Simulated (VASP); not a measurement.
# Tb (P6_3/mmc) in VASP: a series of runs

Tb is run at these levels: PBEsol; tasks: single point.

All numbers are computed with VASP 6.6.1; they aren't measurements. Logs are shortened: lines on timing, memory, paths and dates and some standing lists are left out, and cuts for length are marked.

### 1 The cell of the first run

It takes space group P6_3/mmc (No. 194, hexagonal). Conventional cell: a = 3.601 Å, b = 3.601 Å, c = 5.694 Å, α = 90.00°, β = 90.00°, γ = 120.00°. Within 4.6 Å of Tb (site symmetry -6m2) lie 12 Tb at 3.53 to 3.60 Å.

### 2 Single point, PBEsol, collinear spin, antiferromagnetic start

Contents of INCAR:

```
SYSTEM = Tb
ALGO     = Normal         ! electronic algorithm
EDIFF    = 1E-7           ! SCF threshold, eV
ENCUT    = 520            ! plane-wave cutoff, eV
GGA      = PS             ! functional
ISIF     = 2              ! what is computed and relaxed
ISMEAR   = -1             ! smearing method
ISPIN    = 2              ! spin polarisation
LASPH    = .TRUE.         ! aspherical terms in the spheres
LCHARG   = .TRUE.         ! write CHGCAR
LELF     = .TRUE.         ! ELF
LMAXMIX  = 6              ! l up to which the mixer works
LORBIT   = 11             ! projections on sites
LREAL    = .FALSE.        ! projectors in reciprocal space
LVHAR    = .TRUE.       
LWAVE    = .FALSE.        ! write WAVECAR
MAGMOM   = 6 -6           ! initial moments
NBANDS   = 30             ! bands
NELM     = 150            ! most SCF steps
PREC     = Accurate       ! precision mode
SIGMA    = 0.05           ! smearing width, eV
```

Contents of KPOINTS:

```
k-points
0
G
  9 9 5
  0 0 0
```

Contents of POSCAR:

```
Tb
1.0
    3.6010000000      0.0000000000      0.0000000000
   -1.8005000000      3.1185574790      0.0000000000
    0.0000000000      0.0000000000      5.6936000000
Tb
2
Direct
    0.6666666667      0.3333333333      0.7500000000
    0.3333333333      0.6666666667      0.2500000000
```

Potentials or basis: VASP PAW PBE potentials, release 64 (Tb).

Launch:

```sh
cat potpaw_PBE.64/Tb/POTCAR > POTCAR
mpirun -np 1 vasp_std > vasp.out
```

OUTCAR:

```text
SYSTEM = Tb
   EDIFF = 1E-7
   ENCUT = 520
   GGA = PS
   ISIF = 2
   ISMEAR = -1
   ISPIN = 2
   LASPH = .TRUE.
   LORBIT = 11
   LREAL = .FALSE.
   NELM = 150
   PREC = Accurate

 ion  position               nearest neighbor table
   1  0.667  0.333  0.750-   2 3.53   2 3.53   2 3.53   2 3.53   2 3.53   2 3.53
   2  0.333  0.667  0.250-   1 3.53   1 3.53   1 3.53   1 3.53   1 3.53   1 3.53

  LATTYP: Found a hexagonal cell.
 ALAT       =     3.6010000000
 C/A-ratio  =     1.5811163566

  Lattice vectors:

 A1 = (   3.6010000000,   0.0000000000,   0.0000000000)
 A2 = (  -1.8005000000,   3.1185574790,   0.0000000000)
 A3 = (   0.0000000000,   0.0000000000,   5.6936000000)

Analysis of symmetry for initial positions (statically):
=====================================================================
 Subroutine PRICEL returns:
 Original cell was already a primitive cell.

 Routine SETGRP: Setting up the symmetry group for a
 hexagonal supercell.

 Subroutine GETGRP returns: Found 24 space group operations
 (whereof 12 operations were pure point group operations)
 out of a pool of 24 trial point group operations.

The static configuration has the point symmetry D_3d.
 The point group associated with its full space group is D_6h.

Analysis of symmetry for dynamics (positions and initial velocities):
=====================================================================
 Subroutine PRICEL returns:
 Original cell was already a primitive cell.

 Routine SETGRP: Setting up the symmetry group for a
 hexagonal supercell.

 Subroutine GETGRP returns: Found 24 space group operations
 (whereof 12 operations were pure point group operations)
 out of a pool of 24 trial point group operations.

The dynamic configuration has the point symmetry D_3d.
 The point group associated with its full space group is D_6h.

Analysis of structural, dynamic, and magnetic symmetry:
=====================================================================
 Subroutine PRICEL returns:
 Original cell was already a primitive cell.

 Routine SETGRP: Setting up the symmetry group for a
 hexagonal supercell.

 Subroutine GETGRP returns: Found 24 space group operations
 (whereof 12 operations were pure point group operations)
 out of a pool of 24 trial point group operations.

The overall configuration has the point symmetry D_3d.
[... 120 lines left out ...]
     AMIX_MAG =   1.60;   BMIX_MAG =  1.00
  volume/ion in A,a.u.               =      31.97       215.74
  Fermi-wavevector in a.u.,A,eV,Ry     =   1.376411  2.601039 25.776330  1.894507
  Thomas-Fermi vector in A             =   2.501658
   LORBIT       =     11    0 simple, 1 ext, 2 COOP (PROOUT), +10 PAW based schemes
   GGA     = PS    functional components
   LHFCALC =     F    Hartree Fock is set to
   AEXX    =    0.0000 exact exchange contribution
   IVDW    =     0    specifies the selected vdW correction
   LEPSILON=     F    determine dielectric tensor
   LRPA    =     F    only Hartree local field effects (RPA)
 spin polarized calculation
  energy-cutoff  :      520.00
  volume of cell :       63.94
 maximum number of plane-waves:      1743
 NGX is ok and might be reduce to    28
   NGX = 13   NGY = 13   NGZ = 21

 number of electron      37.9999992 magnetization      -0.0000000

 number of electron      37.9999992 magnetization       0.0000000

 Free energy of the ion-electron system (eV)
  ---------------------------------------------------
  ext. energy  EPLUGINS =         0.00000000
  ---------------------------------------------------
  free energy    TOTEN  =       -19.75589461 eV

  energy without entropy =      -19.64655119  energy(sigma->0) =      -19.70122290

 E-fermi :   2.7229     XC(G=0): -10.2510

 val. band max:        2.7222264118   @ k =   0.3333   0.1111   0.4000
 cond. band min:       2.7272472226   @ k =   0.3333   0.2222   0.0000
 fundamental gap:      0.0050208108
 Fermi energy:         2.7229059816

 spin component 1

 k-point     1 :       0.0000    0.0000    0.0000
  band No.  band energies     occupation
      1     -43.3769      1.00000
      2     -40.7779      1.00000
      3     -20.1031      1.00000
      4     -19.7164      1.00000
      5     -19.7164      1.00000
      6     -18.0571      1.00000
[... 781 lines left out ...]
     29       5.6117      0.00000
     30       7.7199      0.00000

 [... further k-points ...]

 spin component 2

 k-point     1 :       0.0000    0.0000    0.0000
  band No.  band energies     occupation
      1     -43.3769      1.00000
      2     -40.7779      1.00000
      3     -20.1031      1.00000
      4     -19.7164      1.00000
      5     -19.7164      1.00000
      6     -18.0571      1.00000
[... 781 lines left out ...]
     29       5.6117      0.00000
     30       7.7199      0.00000

 [... further k-points ...]

------------------------ aborting loop because EDIFF is reached ----------------------------------------

  FORCE on cell =-STRESS in cart. coord.  units (eV):
  Direction    XX          YY          ZZ          XY          YZ          ZX
  --------------------------------------------------------------------------------------
  -------------------------------------------------------------------------------------
  Total       -1.0595375     -1.0595375     -0.8053822      0.0000000      0.0000000      0.0000000
  in kB      -26.5499121    -26.5499121    -20.1812836      0.0000000      0.0000000      0.0000000
  external PRESSURE =     -24.4270359 kB  Pullay stress =       0.0000000 kB

 VOLUME and BASIS-vectors are now :
 -----------------------------------------------------------------------------
  energy-cutoff  :      520.00
  volume of cell :       63.94
      direct lattice vectors                 reciprocal lattice vectors
     3.601000000  0.000000000  0.000000000     0.277700639  0.160330539  0.000000000
    -1.800500000  3.118557479  0.000000000     0.000000000  0.320661077  0.000000000
     0.000000000  0.000000000  5.693600000     0.000000000  0.000000000  0.175635802

 POSITION                                       TOTAL-FORCE (eV/Angst)
 -----------------------------------------------------------------------------------
      1.80050      1.03952      4.27020         0.000000     -0.000000      0.000000
     -0.00000      2.07904      1.42340        -0.000000      0.000000      0.000000
 -----------------------------------------------------------------------------------
    total drift:                               -0.000000      0.000000     -0.000000

  FREE ENERGIE OF THE ION-ELECTRON SYSTEM (eV)
  ---------------------------------------------------
  free  energy   TOTEN  =       -19.7558946077 eV

  energy  without entropy=      -19.6465511893  energy(sigma->0) =      -19.70122290

 total charge

# of ion       s       p       d       f       tot
--------------------------------------------------
    1        2.086   5.584   0.520   8.096  16.287
    2        2.086   5.584   0.520   8.096  16.287
--------------------------------------------------
tot          4.173  11.168   1.040  16.192  32.573

 magnetization (x)

# of ion       s       p       d       f       tot
--------------------------------------------------
    1        0.006  -0.045   0.116   5.704   5.781
    2       -0.006   0.045  -0.116  -5.704  -5.781
--------------------------------------------------
tot          0.000   0.000   0.000   0.000   0.000
```

Run time: 6.1 min. Hardware: 1 thread of Intel Xeon Platinum 8559C (Emerald Rapids), shared host; peak memory 0.28 GiB.

What came out:

* Free energy: -19.7559 eV
* Pressure: -2.4 GPa
* Band gap on the k mesh: zero (filled and empty bands overlap)
* Net moment: 0.00 μB per cell
* Site moments: Tb +5.78, -5.78 μB
* Valence electrons inside the program's atomic spheres: Tb 16.29

Levels at points of the mesh, in eV from the Fermi level:
Spin up:
```
           k point  band 17  band 18  band 19  band 20  band 21  band 22
(0.00, 0.00, 0.00)    -1.93    -0.10    -0.10     0.16     0.16     0.49
```
Spin down:
| k point | band 17 | band 18 | band 19 | band 20 | band 21 | band 22 |
| --- | --- | --- | --- | --- | --- | --- |
| (0.00, 0.00, 0.00) | -1.93 | -0.10 | -0.10 | 0.16 | 0.16 | 0.49 |

Caveat: the magnetic or orbital state may not be the lowest; the antiferromagnetic order is the one typed at the start, and another may lie lower; the PAW data sets were made with another functional, which shifts forces and pressure a little; spin-orbit coupling is left out, which moves the levels of the heavy elements; semilocal functionals describe open f shells poorly, which spoils levels, moments and volumes.

### 3 Single point, PBEsol, collinear spin, ferrimagnetic start

Contents of INCAR:

```
SYSTEM = Tb
ALGO = Normal
EDIFF = 1E-7
ENCUT = 520
GGA = PS
ISIF = 2
ISMEAR = -1
ISPIN = 2
LASPH = .TRUE.
LCHARG = .FALSE.
LMAXMIX = 6
LORBIT = 11
LREAL = .FALSE.
LWAVE = .FALSE.
MAGMOM = 6 -3
NBANDS = 30
NELM = 150
PREC = Accurate
SIGMA = 0.05
```

KPOINTS is that of step 2.

POSCAR is that of step 2.

Potentials or basis: VASP PAW PBE potentials, release 64 (Tb).

Launch:

```sh
cat potpaw_PBE.64/Tb/POTCAR > POTCAR
mpirun -np 1 vasp_std > vasp.out
```

Wall time 16 min (1 thread of Intel Xeon Platinum 8559C (Emerald Rapids), shared host); peak memory 0.29 GiB.

It converged, with:

```yaml
Free_energy: -19.7559 eV
Pressure: -2.4 GPa
Band_gap_on_the_k_mesh: zero (filled and empty bands overlap)
Net_moment: 0.00 μB per cell
Site_moments: Tb +5.78, -5.78 μB
Valence_electrons_inside_the_program's_atomic_spheres: Tb 16.29
```

Stress tensor (GPa, compression positive):
```
-2.64  0.00  0.00
 0.00 -2.64  0.00
 0.00  0.00 -1.99
```

Levels at points of the mesh, in eV from the Fermi level:
Spin up:
```csv
k point,band 15,band 16,band 17,band 18,band 19,band 20,band 21,band 22,band 23,band 24
"(0.00, 0.00, 0.00)",-3.91,-3.78,-1.93,-0.10,-0.10,0.16,0.16,0.49,0.49,0.69
```
Spin down:
```tsv
k point	band 15	band 16	band 17	band 18	band 19	band 20	band 21	band 22	band 23	band 24
(0.00, 0.00, 0.00)	-3.91	-3.78	-1.93	-0.10	-0.10	0.16	0.16	0.49	0.49	0.69
```

Caveat: the magnetic or orbital state may not be the lowest; the PAW data sets were made with another functional, which shifts forces and pressure a little; spin-orbit coupling is left out, which moves the levels of the heavy elements; semilocal functionals describe open f shells poorly, which spoils levels, moments and volumes. The state reached can hang on the start; a lower one may exist.
